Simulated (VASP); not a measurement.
# La3Hf (Pm-3m) in VASP: a series of runs

Runs on La3Hf. Level: PBE. Tasks: single point.

Everything below comes from runs of VASP 6.6.1. Logs are shortened: lines on timing, memory, paths and dates and some standing lists are left out, and cuts for length are marked.

## (1) The cell of the first run

Symmetry: Pm-3m, No. 221, cubic system. The conventional cell has a = 5.045 Å, b = 5.045 Å, c = 5.045 Å, α = 90.00°, β = 90.00°, γ = 90.00°. Within 4.7 Å of La (site symmetry 4/mmm) lie 8 La at 3.57 Å and 4 Hf at 3.57 Å. Hf (site symmetry m-3m) has 12 La at 3.57 Å within 4.7 Å.

## (2) Single point, PBE

The input, INCAR:

```
SYSTEM = La3Hf
ALGO = Normal
EDIFF = 1E-6
ENCUT = 520
GGA = PE
ISIF = 2
ISMEAR = -1
LASPH = .True.
LCHARG = .False.
LREAL = .False.
LWAVE = .False.
NBANDS = 30
NELM = 60
PREC = Accurate
SIGMA = 0.1
```

The input, KPOINTS:

```
k-points
0
Gamma
  2 2 2
  0 0 0
```

The input, POSCAR:

```
La3Hf
1.0
    5.0451320000      0.0000000000      0.0000000000
    0.0000000000      5.0451320000      0.0000000000
    0.0000000000      0.0000000000      5.0451320000
La Hf
3 1
Direct
    0.0000000000      0.5000000000      0.5000000000
    0.5000000000      0.0000000000      0.5000000000
    0.5000000000      0.5000000000      0.0000000000
    0.0000000000      0.0000000000      0.0000000000
```

Potentials or basis: VASP PAW PBE potentials, release 64 (La, Hf_pv).

Command:

```
cat potpaw_PBE.64/La/POTCAR potpaw_PBE.64/Hf_pv/POTCAR > POTCAR
mpirun -np 1 vasp_std > vasp.out
```

OUTCAR:

```text
SYSTEM = La3Hf
   EDIFF = 1E-6
   ENCUT = 520
   GGA = PE
   ISIF = 2
   ISMEAR = -1
   LASPH = .True.
   LREAL = .False.
   NELM = 60
   PREC = Accurate

 ion  position               nearest neighbor table
   1  0.000  0.500  0.500-   2 3.57   3 3.57   4 3.57   3 3.57   4 3.57   2 3.57   4 3.57   4 3.57
                             2 3.57   3 3.57   3 3.57   2 3.57
   2  0.500  0.000  0.500-   1 3.57   3 3.57   4 3.57   3 3.57   4 3.57   1 3.57   3 3.57   3 3.57
                             1 3.57   4 3.57   4 3.57   1 3.57
   3  0.500  0.500  0.000-   1 3.57   2 3.57   4 3.57   1 3.57   2 3.57   2 3.57   4 3.57   2 3.57
                             1 3.57   4 3.57   1 3.57   4 3.57
   4  0.000  0.000  0.000-   1 3.57   2 3.57   3 3.57   1 3.57   2 3.57   1 3.57   3 3.57   1 3.57
                             2 3.57   3 3.57   2 3.57   3 3.57

  LATTYP: Found a simple cubic cell.
 ALAT       =     5.0451320000

  Lattice vectors:

 A1 = (   5.0451320000,   0.0000000000,   0.0000000000)
 A2 = (   0.0000000000,   5.0451320000,   0.0000000000)
 A3 = (   0.0000000000,   0.0000000000,   5.0451320000)

Analysis of symmetry for initial positions (statically):
=====================================================================
 Subroutine PRICEL returns:
 Original cell was already a primitive cell.

 Routine SETGRP: Setting up the symmetry group for a
 simple cubic supercell.

 Subroutine GETGRP returns: Found 48 space group operations
 (whereof 48 operations were pure point group operations)
 out of a pool of 48 trial point group operations.

The static configuration has the point symmetry O_h .

Analysis of symmetry for dynamics (positions and initial velocities):
=====================================================================
 Subroutine PRICEL returns:
 Original cell was already a primitive cell.

 Routine SETGRP: Setting up the symmetry group for a
 simple cubic supercell.

 Subroutine GETGRP returns: Found 48 space group operations
 (whereof 48 operations were pure point group operations)
 out of a pool of 48 trial point group operations.

The dynamic configuration has the point symmetry O_h .

 Subroutine INISYM returns: Found 48 space group operations
 (whereof 48 operations are pure point group operations),
 and found     1 'primitive' translations

----------------------------------------------------------------------------------------

                                     Primitive cell

  volume of cell :     128.4155

  direct lattice vectors                    reciprocal lattice vectors
     5.045132000  0.000000000  0.000000000     0.198210869  0.000000000  0.000000000
     0.000000000  5.045132000  0.000000000     0.000000000  0.198210869  0.000000000
     0.000000000  0.000000000  5.045132000     0.000000000  0.000000000  0.198210869

  length of vectors
     5.045132000  5.045132000  5.045132000     0.198210869  0.198210869  0.198210869

  position of ions in fractional coordinates (direct lattice)
     0.000000000  0.500000000  0.500000000
     0.500000000  0.000000000  0.500000000
     0.500000000  0.500000000  0.000000000
     0.000000000  0.000000000  0.000000000

  ion indices of the primitive-cell ions
   primitive index   ion index
                 1           1
                 2           2
                 3           3
                 4           4

----------------------------------------------------------------------------------------

 KPOINTS: k-points

Automatic generation of k-mesh.
 Grid dimensions read from file:
 generate k-points for:    2    2    2

 Generating k-lattice:

  Cartesian coordinates                     Fractional coordinates (reciprocal lattice)
     0.099105435  0.000000000  0.000000000     0.500000000  0.000000000  0.000000000
     0.000000000  0.099105435  0.000000000     0.000000000  0.500000000  0.000000000
     0.000000000  0.000000000  0.099105435     0.000000000  0.000000000  0.500000000

  Length of vectors
     0.099105435  0.099105435  0.099105435

  Shift w.r.t. Gamma in fractional coordinates (k-lattice)
     0.000000000  0.000000000  0.000000000

 Subroutine IBZKPT returns following result:
 ===========================================

 Found      4 irreducible k-points:

 Following reciprocal coordinates:
            Coordinates               Weight
  0.000000  0.000000  0.000000      1.000000
  0.500000  0.000000  0.000000      3.000000
  0.500000  0.500000  0.000000      3.000000
  0.500000  0.500000  0.500000      1.000000
   k-points           NKPTS =      4   k-points in BZ     NKDIM =      4   number of bands    NBANDS=     30
   number of dos      NEDOS =    301   number of ions     NIONS =      4
   total plane-waves  NPLWV =  64000
   dimension x,y,z NGX =    40 NGY =   40 NGZ =   40
   dimension x,y,z NGXF=    80 NGYF=   80 NGZF=   80
   ions per type =               3   1
   NGX,Y,Z   is equivalent  to a cutoff of  13.18, 13.18, 13.18 a.u.
   NGXF,Y,Z  is equivalent  to a cutoff of  26.36, 26.36, 26.36 a.u.
 SYSTEM =  La3Hf
   PREC   = accura    normal or accurate (medium, high low for compatibility)
   ISTART =      0    job   : 0-new  1-cont  2-samecut
   ICHARG =      2    charge: 1-file 2-atom 10-const
   ISPIN  =      1    spin polarized calculation?
   LNONCOLLINEAR =      F non collinear calculations
   LSORBIT =      F    spin-orbit coupling
   LASPH  =      T    aspherical Exc in radial PAW
   ENCUT  =  520.0 eV  38.22 Ry    6.18 a.u.   9.38  9.38  9.38*2*pi/ulx,y,z
   NELM   =     60;   NELMIN=  2; NELMDL= -5     # of ELM steps
   EDIFF  = 0.1E-05   stopping-criterion for ELM
   LREAL  =      F    real-space projection
   EDIFFG = 0.1E-04   stopping-criterion for IOM
   NSW    =      0    number of steps for IOM
   IBRION =     -1    ionic relax: 0-MD 1-quasi-New 2-CG
   NFREE  =      0    steps in history (QN), initial steepest desc. (CG)
   ISIF   =      2    stress and relaxation
   ISYM   =      2    0-nonsym 1-usesym 2-fastsym
   POTIM  = 0.5000    time-step for ionic-motion
   TEBEG  =    0.0;   TEEND  =   0.0 temperature during run
   PSTRESS=    0.0 pullay stress
   NELECT =      43.0000    total number of electrons
   NUPDOWN=      -1.0000    fix difference up-down
   EMIN   =  10.00;   EMAX   =-10.00  energy-range for DOS
   EFERMI =   0.00;   METHOD = LEGACY
   ISMEAR =    -1;   SIGMA  =   0.10  broadening in eV -4-tet -1-fermi 0-gaus
   EFERMI_NEDOS =   21; number of points for ismear=-14 and -15
   IALGO  =     38    algorithm
   IMIX   =      4    mixing-type and parameters
     AMIX     =   0.40;   BMIX     =  1.00
     AMIX_MAG =   1.60;   BMIX_MAG =  1.00
  volume/ion in A,a.u.               =      32.10       216.65
  Fermi-wavevector in a.u.,A,eV,Ry     =   1.136820  2.148279 17.583628  1.292360
  Thomas-Fermi vector in A             =   2.273525
   LORBIT       =      0    0 simple, 1 ext, 2 COOP (PROOUT), +10 PAW based schemes
   GGA     = PE    functional components
[... 5 lines left out ...]
 non-spin polarized calculation
  energy-cutoff  :      520.00
  volume of cell :      128.42
 maximum number of plane-waves:      3468
 NGX is ok and might be reduce to    40
   NGX = 19   NGY = 19   NGZ = 19

 number of electron      42.9999997 magnetization

 Free energy of the ion-electron system (eV)
  ---------------------------------------------------
  ext. energy  EPLUGINS =         0.00000000
  ---------------------------------------------------
  free energy    TOTEN  =       -22.84217523 eV

  energy without entropy =      -22.45580474  energy(sigma->0) =      -22.64898998

 E-fermi :   7.7921     XC(G=0): -10.0583

 val. band max:        7.7864616586   @ k =   0.5000   0.5000   0.0000
 cond. band min:       7.7975441377   @ k =   0.5000   0.0000   0.0000
 fundamental gap:      0.0110824791
 Fermi energy:         7.7921326303

 k-point     1 :       0.0000    0.0000    0.0000
  band No.  band energies     occupation
      1     -24.8506      2.00000
      2     -24.5048      2.00000
      3     -24.5048      2.00000
      4     -23.6021      2.00000
      5     -23.6021      2.00000
      6     -23.6021      2.00000
[... 22 lines left out ...]
     29       9.6569      0.00000
     30       9.9123      0.00000

 k-point     2 :       0.5000    0.0000    0.0000
  band No.  band energies     occupation
      1     -24.7480      2.00000
      2     -24.6221      2.00000
      3     -24.5033      2.00000
      4     -23.6017      2.00000
      5     -23.6017      2.00000
      6     -23.5902      2.00000
[... 22 lines left out ...]
     29       9.6605      0.00000
     30       9.6899      0.00000

 k-point     3 :       0.5000    0.5000    0.0000
  band No.  band energies     occupation
      1     -24.6261      2.00000
      2     -24.6261      2.00000
      3     -24.6209      2.00000
      4     -23.6013      2.00000
      5     -23.5962      2.00000
      6     -23.5962      2.00000
[... 22 lines left out ...]
     29       9.5715      0.00000
     30       9.6023      0.00000

 k-point     4 :       0.5000    0.5000    0.5000
  band No.  band energies     occupation
      1     -24.6178      2.00000
      2     -24.6178      2.00000
      3     -24.6178      2.00000
      4     -23.6040      2.00000
      5     -23.6040      2.00000
      6     -23.6040      2.00000
[... 22 lines left out ...]
     29       9.2546      0.00000
     30       9.2553      0.00000

------------------------ aborting loop because EDIFF is reached ----------------------------------------

  FORCE on cell =-STRESS in cart. coord.  units (eV):
  Direction    XX          YY          ZZ          XY          YZ          ZX
  --------------------------------------------------------------------------------------
  -------------------------------------------------------------------------------------
  Total        2.3704476      2.3704476      2.3704476      0.0000000     -0.0000000      0.0000000
  in kB       29.5749044     29.5749044     29.5749044      0.0000000     -0.0000000      0.0000000
  external PRESSURE =      29.5749044 kB  Pullay stress =       0.0000000 kB

 VOLUME and BASIS-vectors are now :
 -----------------------------------------------------------------------------
  energy-cutoff  :      520.00
  volume of cell :      128.42
      direct lattice vectors                 reciprocal lattice vectors
     5.045132000  0.000000000  0.000000000     0.198210869  0.000000000  0.000000000
     0.000000000  5.045132000  0.000000000     0.000000000  0.198210869  0.000000000
     0.000000000  0.000000000  5.045132000     0.000000000  0.000000000  0.198210869

 POSITION                                       TOTAL-FORCE (eV/Angst)
 -----------------------------------------------------------------------------------
      0.00000      2.52257      2.52257         0.000000      0.000000      0.000000
      2.52257      0.00000      2.52257         0.000000      0.000000      0.000000
      2.52257      2.52257      0.00000         0.000000      0.000000      0.000000
      0.00000      0.00000      0.00000         0.000000      0.000000      0.000000
 -----------------------------------------------------------------------------------
    total drift:                                0.000000     -0.000000     -0.000000

  FREE ENERGIE OF THE ION-ELECTRON SYSTEM (eV)
  ---------------------------------------------------
  free  energy   TOTEN  =       -22.8421752322 eV

  energy  without entropy=      -22.4558047369  energy(sigma->0) =      -22.64898998
```

It took 49 s on 1 thread of Intel Xeon 8259CL, shared host; peak memory 0.24 GiB.

What came out:

```yaml
Free_energy: -22.8422 eV
Pressure: 3.0 GPa
Band_gap_on_the_k_mesh: zero (an odd number of electrons rules out a gap without spin polarisation)
```

Caveat: the k points lie up to 0.62 Å⁻¹ apart, too coarse for converged energies and pressures of a metal; spin-orbit coupling is left out, which moves the levels of the heavy elements.

## (3) Single point, PBE

The input, INCAR:

```
SYSTEM = La3Hf
ALGO     = Normal         ! electronic algorithm
EDIFF    = 1E-6           ! SCF threshold, eV
ENCUT    = 520            ! plane-wave cutoff, eV
GGA      = PE             ! functional
ISIF     = 2              ! what is computed and relaxed
ISMEAR   = -1             ! smearing method
LASPH    = .True.         ! aspherical terms in the spheres
LCHARG   = .False.        ! write CHGCAR
LREAL    = .False.        ! projectors in reciprocal space
LWAVE    = .False.        ! write WAVECAR
NBANDS   = 30             ! bands
NELM     = 80             ! most SCF steps
PREC     = Accurate       ! precision mode
SIGMA    = 0.1            ! smearing width, eV
```

The input, KPOINTS:

```
k-points
0
Gamma
  3 3 3
  0 0 0
```

POSCAR is that of step 2.

Potentials or basis: VASP PAW PBE potentials, release 64 (La, Hf_pv).

Command:

```
cat potpaw_PBE.64/La/POTCAR potpaw_PBE.64/Hf_pv/POTCAR > POTCAR
mpirun -np 1 vasp_std > vasp.out
```

It took 73 s on 1 thread of Intel Xeon 8259CL, shared host; peak memory 0.24 GiB.

It converged, with:

| Quantity | Value |
| --- | --- |
| Free energy | -23.9967 eV |
| Pressure | -0.5 GPa |
| Band gap on the k mesh | zero (an odd number of electrons rules out a gap without spin polarisation) |

Levels at points of the mesh, in eV from the Fermi level:
```tsv
k point	band 20	band 21	band 22	band 23	band 24	band 25
(0.00, 0.00, 0.00)	-1.59	-1.59	-1.59	1.42	1.42	1.42
```

Caveat: the k points lie up to 0.42 Å⁻¹ apart, too coarse for converged energies and pressures of a metal; spin-orbit coupling is left out, which moves the levels of the heavy elements.
